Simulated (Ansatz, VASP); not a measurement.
BeTe in VASP and in Ansatz

The input INCAR:

```
ALGO = Normal
EDIFF = 1E-6
ENCUT = 600
GGA = PS
GGA_COMPAT = False
ISIF = 2
ISMEAR = -1
LASPH = True
LCHARG = False
LREAL = False
LWAVE = False
NBANDS = 11
NELM = 120
PREC = Accurate
SIGMA = 0.01
```

The input KPOINTS:

```
k-points
0
Gamma
  6 6 6
```

POSCAR

```
BeTe
1.0
    0.0000000000      2.7792027254      2.7792027254
    2.7792027254      0.0000000000      2.7792027254
    2.7792027254      2.7792027254      0.0000000000
Be Te
1 1
Direct
    0.0000000000      0.0000000000      0.0000000000
    0.2500000000      0.2500000000      0.2500000000
```

Input for Ansatz:

```yaml
crystal:
  lattice:
    - [0.0, 2.779202725411587, 2.779202725411587]
    - [2.779202725411587, 0.0, 2.779202725411587]
    - [2.779202725411587, 2.779202725411587, 0.0]
  atoms:
    - { symbol: Be, position: [0.0, 0.0, 0.0] }
    - { symbol: Te, position: [0.25, 0.25, 0.25] }
basis:
  ecutwfc: 500.0
kpoints:
  mp_grid:
    grid: [6, 6, 6]
hamiltonian:
  xc: pbesol
  pseudopotentials:
    kind: paw
scf:
  occupations:
    method: fermi_dirac
    width: 0.01
output:
  stress: true
```

Alike in both runs: task single point; functional PBEsol; k mesh 6 × 6 × 6; occupations fermi-dirac, width 0.01 eV; no spin polarisation.

|  | VASP | Ansatz |
| --- | --- | --- |
| version | VASP 6.6.1 | Ansatz 0.2.0 |
| potentials or method | VASP PAW PBE potentials, release 64 (Be, Te), cutoff 600 eV | plane waves, PAW |
| valence electrons in the cell | 8 | 18 |

|  | VASP | Ansatz | Ansatz less VASP |
| --- | --- | --- | --- |
| pressure (GPa) | 1.9 | 1.6 | -0.28 |

VASP's potentials were made for PBE, not for PBEsol. With one functional, cell and mesh, what is left measures potentials, basis and numerics. VASP's potentials hold 8 valence electrons a cell and Ansatz's 18, so a difference there can come from the potentials and not from the codes.

Spin-orbit coupling is off throughout.
